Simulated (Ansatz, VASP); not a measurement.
# One calculation of InBiSe2, two programs

INCAR

```
  PREC = Accurate
  ENCUT = 600
  EDIFF = 1E-7
  ISMEAR = 0
  SIGMA = 0.1
  LREAL = F
  LASPH = T
  NELM = 100
  ALGO = Normal
  ISIF = 3
  LWAVE = F
  LCHARG = F
  GGA = PE
  IBRION = 2
  NSW = 100
  EDIFFG = -0.01
```

Contents of KPOINTS:

```
Automatic mesh
0
Gamma
  8 8 14
```

The input POSCAR:

```
InBiSe2
1.0
    5.7540520039      0.0000000000      0.0000000000
    0.0000000000      5.7540520039      0.0000000000
    0.0000000000      0.0000000000      3.1654063865
In Bi Se
1 1 2
Direct
    0.0000000000      0.0000000000      0.0000000000
    0.5000000000      0.5000000000      0.5000000000
    0.5000000000      0.0000000000      0.0000000000
    0.0000000000      0.5000000000      0.0000000000
```

Input for Ansatz:

```yaml
crystal:
  lattice:
    - [5.7540520039, 0.0, 0.0]
    - [0.0, 5.7540520039, 0.0]
    - [0.0, 0.0, 3.1654063865]
  atoms:
    - { symbol: In, position: [0.0, 0.0, 0.0] }
    - { symbol: Bi, position: [0.5, 0.5, 0.5] }
    - { symbol: Se, position: [0.5, 0.0, 0.0] }
    - { symbol: Se, position: [0.0, 0.5, 0.0] }
basis:
  ecutwfc: 420
kpoints:
  mp_grid: { grid: [8, 8, 14] }
hamiltonian:
  xc: pbe
scf:
  occupations: { method: gaussian, width: 0.1 }
output:
  forces: true
  stress: true
  eigenvalues: true
  write_density: true
  write_potential: true
  elf: true
  volumetric_format: npy
relax:
  adjacent_minimum: "off"
  f_tol: 0.01
  max_steps: 80
  cell: { stress_tol: 0.05 }
```

Alike in both runs: task relaxation of cell and atoms; functional PBE; k mesh 8 × 8 × 14; occupations gaussian, width 0.1 eV; no spin polarisation.

|  | VASP | Ansatz |
| --- | --- | --- |
| version | VASP 6.6.1 | Ansatz 0.2.0 |
| potentials or method | VASP PAW PBE potentials, release 64 (In_d, Bi_d, Se), cutoff 600 eV | scalar-relativistic, plane waves, PAW |
| valence electrons in the cell | 40 | 60 |

Ansatz gave:

- gap on the k mesh at the Fermi level, each at its own relaxed structure (eV): none
- relaxed volume (Å³/atom): 26.67
- relaxed cell length with the largest relative difference (Å): 3.121

**Question.** Which values does VASP return?

**Answer.** gap on the k mesh at the Fermi level, each at its own relaxed structure (eV): none; relaxed volume (Å³/atom): 26.68; relaxed cell length with the largest relative difference (Å): 3.123.

A gap of «none» marks a metal or a gap that the smearing closes. VASP's potentials hold 40 valence electrons a cell and Ansatz's 60, so a difference there can come from the potentials and not from the codes.

Neither program's run includes spin-orbit coupling.
